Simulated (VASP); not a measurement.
Input of a VASP 6.6.1 run:

File INCAR:

```
  PREC = Accurate
  ENCUT = 520
  EDIFF = 1E-6
  ISMEAR = 0
  SIGMA = 0.01
  LREAL = False
  LASPH = True
  NELM = 100
  ALGO = Normal
  ISIF = 2
  LWAVE = False
  LCHARG = False
  GGA = PE
  NBANDS = 26
```

KPOINTS

```
regular mesh
0
Gamma
  6 6 4
```

File POSCAR:

```
CdS
1.0
    4.1646012771      0.0000000000      0.0000000000
   -2.0823006386      3.6066505026      0.0000000000
    0.0000000000      0.0000000000      6.7660104931
Cd S
2 2
Direct
    0.3333333333      0.6666666667     -0.0009631163
    0.6666666667      0.3333333333      0.4990368837
    0.3333333333      0.6666666667      0.3759631163
    0.6666666667      0.3333333333      0.8759631163
```

Potentials or basis: VASP PAW PBE potentials, release 64 (Cd, S).

Run with:

```console
$ cat potpaw_PBE.64/Cd/POTCAR potpaw_PBE.64/S/POTCAR > POTCAR
$ mpirun -np 1 vasp_std > vasp.out
```

**Question.** Estimate the band gap on the k mesh.

**Answer.** 1.17 eV, direct.

**Question.** What does it give for the pressure?

**Answer.** 1.7 GPa.
